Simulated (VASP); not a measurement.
# MgCd3O4 (Cmmm) in VASP: single point with PBE

Aim: the single point of MgCd3O4 with PBE.

Everything below comes from runs of VASP 6.6.1. Logs are shortened: lines on timing, memory, paths and dates and some standing lists are left out, and cuts for length are marked.

**1. The cell of the first run**

It takes space group Cmmm (No. 65, orthorhombic). Conventional cell: a = 6.601 Å, b = 9.330 Å, c = 3.289 Å, α = 90.00°, β = 90.00°, γ = 90.00°. Within 2.9 Å of Mg (site symmetry mmm) lie 6 O at 2.20 to 2.25 Å. Within 3.1 Å of Cd (site symmetry 2/m) lie 6 O at 2.33 to 2.34 Å. Cd (site symmetry mmm) has 6 O at 2.42 to 2.46 Å and 10 Cd at 3.29 to 3.30 Å and 2 Mg at 3.30 Å within 3.4 Å. Within 3.3 Å of O (site symmetry 2mm) lie 2 Mg at 2.25 Å and 4 Cd at 2.34 to 2.42 Å and 7 O at 3.06 to 3.29 Å. Within 2.9 Å of O (site symmetry m2m) lie 1 Mg at 2.20 Å and 5 Cd at 2.33 to 2.46 Å.

**2. Single point, PBE, collinear spin, ferromagnetic start**

INCAR

```
ALGO = Normal ; EDIFF = 1E-6
ENCUT = 520 ; GGA = PE
ISIF = 2 ; ISMEAR = 0
ISPIN = 2 ; LASPH = T
LCHARG = F ; LORBIT = 11
LREAL = F ; LWAVE = F
MAGMOM = 0 0 0 0 1 1 1 1 ; NBANDS = 45
NELM = 150 ; PREC = Accurate
SIGMA = 0.1
```

KPOINTS

```
k-points
0
Gamma
  4 4 6
```

POSCAR

```
MgCd3O4
1.0
    3.3002919464     -4.6650034263      0.0000000000
    3.3002919464      4.6650034263      0.0000000000
    0.0000000000      0.0000000000      3.2887369620
Mg Cd O
1 3 4
Direct
    0.5000000000      0.5000000000      0.5000000000
    0.0000000000      0.5000000000      0.0000000000
    0.0000000000      0.0000000000      0.5000000000
    0.5000000000      0.0000000000      0.0000000000
    0.7315892617      0.7315892617      0.0000000000
    0.7360306109      0.2639693891      0.5000000000
    0.2639693891      0.7360306109      0.5000000000
    0.2684107383      0.2684107383      0.0000000000
```

Potentials or basis: VASP PAW PBE potentials, release 64 (Mg, Cd, O).

Started as:

```sh
cat potpaw_PBE.64/Mg/POTCAR potpaw_PBE.64/Cd/POTCAR potpaw_PBE.64/O/POTCAR > POTCAR
mpirun -np 1 vasp_std > vasp.out
```

OUTCAR:

```text
EDIFF = 1E-6
   ENCUT = 520
   GGA = PE
   ISIF = 2
   ISMEAR = 0
   ISPIN = 2
   LASPH = T
   LORBIT = 11
   LREAL = F
   NELM = 150
   PREC = Accurate

 ion  position               nearest neighbor table
   1  0.500  0.500  0.500-   6 2.20   7 2.20   5 2.25   8 2.25   5 2.25   8 2.25   2 3.30   4 3.30
                             2 3.30   4 3.30   4 3.30   4 3.30   2 3.30   2 3.30   3 3.30   3 3.30
   2  0.000  0.500  0.000-   6 2.33   7 2.33   6 2.33   7 2.33   5 2.34   8 2.34   1 3.30   3 3.30
                             1 3.30   3 3.30   3 3.30   3 3.30   1 3.30   1 3.30   4 3.30   4 3.30
   3  0.000  0.000  0.500-   5 2.42   8 2.42   5 2.42   8 2.42   7 2.46   6 2.46   2 3.30   4 3.30
                             2 3.30   4 3.30   2 3.30   2 3.30   4 3.30   4 3.30   1 3.30   1 3.30
   4  0.500  0.000  0.000-   6 2.33   7 2.33   6 2.33   7 2.33   5 2.34   8 2.34   1 3.30   3 3.30
                             1 3.30   3 3.30   1 3.30   1 3.30   3 3.30   3 3.30   2 3.30   2 3.30
   5  0.732  0.732  0.000-   1 2.25   1 2.25   4 2.34   2 2.34   3 2.42   3 2.42
   6  0.736  0.264  0.500-   1 2.20   2 2.33   4 2.33   2 2.33   4 2.33   3 2.46
   7  0.264  0.736  0.500-   1 2.20   2 2.33   4 2.33   2 2.33   4 2.33   3 2.46
   8  0.268  0.268  0.000-   1 2.25   1 2.25   4 2.34   2 2.34   3 2.42   3 2.42

  LATTYP: Found a base centered orthorhombic cell.
 ALAT       =     6.6005838928
 B/A-ratio  =     1.4135123504
 C/A-ratio  =     0.4982493997

  Lattice vectors:

 A1 = (   3.3002919464,  -4.6650034263,   0.0000000000)
 A2 = (   3.3002919464,   4.6650034263,   0.0000000000)
 A3 = (   0.0000000000,   0.0000000000,   3.2887369620)

Analysis of symmetry for initial positions (statically):
=====================================================================
 Subroutine PRICEL returns:
 Original cell was already a primitive cell.

 Routine SETGRP: Setting up the symmetry group for a
 base centered orthorhombic supercell.

 Subroutine GETGRP returns: Found  8 space group operations
 (whereof  8 operations were pure point group operations)
 out of a pool of  8 trial point group operations.

The static configuration has the point symmetry D_2h.

Analysis of symmetry for dynamics (positions and initial velocities):
=====================================================================
 Subroutine PRICEL returns:
 Original cell was already a primitive cell.

 Routine SETGRP: Setting up the symmetry group for a
 base centered orthorhombic supercell.

 Subroutine GETGRP returns: Found  8 space group operations
 (whereof  8 operations were pure point group operations)
 out of a pool of  8 trial point group operations.

The dynamic configuration has the point symmetry D_2h.

Analysis of structural, dynamic, and magnetic symmetry:
=====================================================================
[... 174 lines left out ...]
 val. band max:        2.3041769126   @ k =   0.0000   0.0000   0.0000
 cond. band min:       3.4166100009   @ k =   0.2500  -0.0000   0.0000
 fundamental gap:      1.1124330883
 Fermi energy:         2.3369788464

 spin component 1

 k-point     1 :       0.0000    0.0000    0.0000
  band No.  band energies     occupation
      1     -15.1470      1.00000
      2     -14.3871      1.00000
      3     -14.3573      1.00000
      4     -14.3051      1.00000
      5      -5.4467      1.00000
      6      -5.3679      1.00000
[... 1093 lines left out ...]
     42      12.3041      0.00000
     43      13.3531      0.00000

 [... further k-points ...]

 spin component 2

 k-point     1 :       0.0000    0.0000    0.0000
  band No.  band energies     occupation
      1     -15.1470      1.00000
      2     -14.3871      1.00000
      3     -14.3573      1.00000
      4     -14.3051      1.00000
      5      -5.4467      1.00000
      6      -5.3679      1.00000
[... 1093 lines left out ...]
     42      12.3041      0.00000
     43      13.3532      0.00000

 [... further k-points ...]

 [bands above 43 left out]

------------------------ aborting loop because EDIFF is reached ----------------------------------------

  FORCE on cell =-STRESS in cart. coord.  units (eV):
  Direction    XX          YY          ZZ          XY          YZ          ZX
  --------------------------------------------------------------------------------------
  -------------------------------------------------------------------------------------
  Total        0.6392369      0.6074696      0.5637685      0.0000000      0.0000000      0.0000000
  in kB       10.1136740      9.6110682      8.9196520      0.0000000      0.0000000      0.0000000
  external PRESSURE =       9.5481314 kB  Pullay stress =       0.0000000 kB

 VOLUME and BASIS-vectors are now :
 -----------------------------------------------------------------------------
  energy-cutoff  :      520.00
  volume of cell :      101.27
      direct lattice vectors                 reciprocal lattice vectors
     3.300291946 -4.665003426  0.000000000     0.151501748 -0.107181057  0.000000000
     3.300291946  4.665003426  0.000000000     0.151501748  0.107181057  0.000000000
     0.000000000  0.000000000  3.288736962     0.000000000  0.000000000  0.304068100

 POSITION                                       TOTAL-FORCE (eV/Angst)
 -----------------------------------------------------------------------------------
      3.30029      0.00000      1.64437        -0.000000     -0.000000     -0.000000
      1.65015      2.33250      0.00000         0.000000      0.000000     -0.000000
      0.00000      0.00000      1.64437         0.000000      0.000000     -0.000000
      1.65015     -2.33250      0.00000         0.000000      0.000000     -0.000000
      4.82892      0.00000      0.00000        -0.079183      0.000000     -0.000000
      3.30029     -2.20217      1.64437         0.000000      0.058683      0.000000
      3.30029      2.20217      1.64437         0.000000     -0.058683     -0.000000
      1.77167      0.00000      0.00000         0.079183      0.000000     -0.000000
 -----------------------------------------------------------------------------------
    total drift:                                0.000000     -0.000000      0.000000

  FREE ENERGIE OF THE ION-ELECTRON SYSTEM (eV)
  ---------------------------------------------------
  free  energy   TOTEN  =       -34.6277559559 eV

  energy  without entropy=      -34.6254493745  energy(sigma->0) =      -34.62660267

 total charge

# of ion       s       p       d       tot
------------------------------------------
    1        0.127   0.124   0.048   0.300
    2        0.340   0.270   9.656  10.266
    3        0.328   0.229   9.638  10.196
    4        0.340   0.270   9.656  10.266
    5        1.564   3.382   0.000   4.946
    6        1.569   3.379   0.000   4.948
    7        1.569   3.379   0.000   4.948
    8        1.564   3.382   0.000   4.946
--------------------------------------------------
tot          7.402  14.417  28.997  50.816

 magnetization (x)

# of ion       s       p       d       tot
------------------------------------------
    1        0.000   0.000  -0.000   0.000
    2        0.000   0.000  -0.000   0.000
    3        0.000   0.000  -0.000   0.000
    4        0.000   0.000  -0.000   0.000
    5        0.000   0.000   0.000   0.000
    6        0.000   0.000   0.000   0.000
    7        0.000   0.000   0.000   0.000
    8        0.000   0.000   0.000   0.000
--------------------------------------------------
tot          0.000   0.000  -0.000   0.000
```

stdout:

```text
POSCAR found type information on POSCAR MgCdO
 POSCAR found :  3 types and       8 ions
 scaLAPACK will be used
 LDA part: xc-table for (Slater+PW92), standard interpolation
 POSCAR, INCAR and KPOINTS ok, starting setup
 FFT: planning ... GRIDC
 FFT: planning ... GRID_SOFT
 FFT: planning ... GRID
 WAVECAR not read
 entering main loop
```

It took 3.2 min on 1 thread of Intel Xeon Platinum 8259CL at 2.50GHz (Skylake/Cascade Lake), shared host; peak memory 0.35 GiB.

Results:

| Item | Value |
| --- | --- |
| Free energy | -34.6278 eV |
| Pressure | 1.0 GPa |
| Largest force | 0.079 eV/Å |
| Band gap on the k mesh | 0.01 eV (least direct gap 0.08 eV) |
| Net moment | 0.00 μB per cell |
| Valence electrons inside the program's atomic spheres | Mg 0.30; Cd 10.27, 10.20 (each value once); O 4.95 |

Forces on the atoms (eV/Å):
```
Mg   0.000  0.000  0.000
Cd   0.000  0.000  0.000
Cd   0.000  0.000  0.000
Cd   0.000  0.000  0.000
O   -0.079  0.000  0.000
O    0.000  0.059  0.000
O    0.000 -0.059  0.000
O    0.079  0.000  0.000
```

Levels at points of the mesh, in eV from the valence-band top:
Spin up:
```csv
k point,band 27,band 28,band 29,band 30,band 31,band 32,band 33,band 34,band 35,band 36
"(0.00, 0.00, 0.00)",-1.31,-1.00,-0.95,-0.10,-0.07,0.01,4.03,4.36,4.63,7.35
"(0.50, 0.00, 0.00)",-1.31,-0.90,-0.81,-0.81,-0.71,2.48,2.87,5.20,5.89,7.99
"(0.50, 0.50, 0.00)",-1.70,-1.59,-1.56,-1.11,-0.09,2.98,3.62,5.33,6.07,8.74
"(0.00, 0.00, 0.50)",-2.31,-2.06,-1.87,-0.91,-0.10,4.44,5.05,6.12,7.14,8.17
"(0.50, 0.00, 0.50)",-1.70,-1.48,-1.37,-1.27,-1.10,4.49,4.86,5.81,6.48,7.22
"(0.50, 0.50, 0.50)",-2.30,-0.96,-0.75,-0.09,0.00,3.98,4.05,4.25,4.48,7.28
```
Spin down:
| k point | band 27 | band 28 | band 29 | band 30 | band 31 | band 32 | band 33 | band 34 | band 35 | band 36 |
| --- | --- | --- | --- | --- | --- | --- | --- | --- | --- | --- |
| (0.00, 0.00, 0.00) | -1.31 | -1.00 | -0.95 | -0.10 | -0.07 | 0.01 | 4.03 | 4.36 | 4.63 | 7.35 |
| (0.50, 0.00, 0.00) | -1.31 | -0.90 | -0.81 | -0.81 | -0.71 | 2.48 | 2.87 | 5.20 | 5.89 | 7.99 |
| (0.50, 0.50, 0.00) | -1.70 | -1.59 | -1.56 | -1.11 | -0.09 | 2.98 | 3.62 | 5.33 | 6.07 | 8.74 |
| (0.00, 0.00, 0.50) | -2.31 | -2.06 | -1.87 | -0.91 | -0.10 | 4.44 | 5.05 | 6.12 | 7.14 | 8.17 |
| (0.50, 0.00, 0.50) | -1.70 | -1.48 | -1.37 | -1.27 | -1.10 | 4.49 | 4.86 | 5.81 | 6.48 | 7.22 |
| (0.50, 0.50, 0.50) | -2.30 | -0.96 | -0.75 | -0.09 | 0.00 | 3.98 | 4.05 | 4.25 | 4.48 | 7.28 |

Caveat: the smearing spreads over this small gap; semilocal functionals underestimate gaps, and a narrow one can read as zero.

The gap in the log of VASP goes by the Fermi energy; the results here count the filled bands.